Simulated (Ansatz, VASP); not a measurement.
## ReAs3Os2 in VASP and in Ansatz

```xyz
6
Lattice="3.8505 0.0000 0.0000 0.0000 3.8505 0.0000 0.0000 0.0000 9.0382" Properties=species:S:1:pos:R:3 pbc="T T T"
Re    1.9252    1.9252    2.4841
As    1.9252    1.9252    8.5823
As    0.0000    0.0000    1.3324
As    1.9252    1.9252    5.0627
Os    1.9252    0.0000    4.8654
Os    0.0000    1.9252    4.8654
```

Alike in both runs: task single point; functional PBE; k mesh 4 × 4 × 2; occupations gaussian, width 0.1 eV; no spin polarisation.

|  | VASP | Ansatz |
| --- | --- | --- |
| version | VASP 6.6.1 | Ansatz 0.2.0 |
| potentials or method | VASP PAW PBE potentials, release 64 (Re, As, Os), cutoff 520 eV | scalar-relativistic, plane waves, PAW |
| valence electrons in the cell | 38 | 92 |

Ansatz gave:

| Property | Result |
| --- | --- |
| gap on the k mesh at the Fermi level (eV) | none |
| rms of the force components (eV/Å) | 2.761 |

Problem. Which values does VASP return?

Solution. gap on the k mesh at the Fermi level (eV): none; rms of the force components (eV/Å): 2.794.

Atom by atom the forces differ by 0.045 eV/Å (rms over components). A gap of «none» marks a metal or a gap that the smearing closes. With one functional, cell and mesh, what is left measures potentials, basis and numerics. VASP's potentials hold 38 valence electrons a cell and Ansatz's 92, so a difference there can come from the potentials and not from the codes.

The k mesh is coarse, so the values compare programs but aren't converged. Spin-orbit coupling is off throughout.
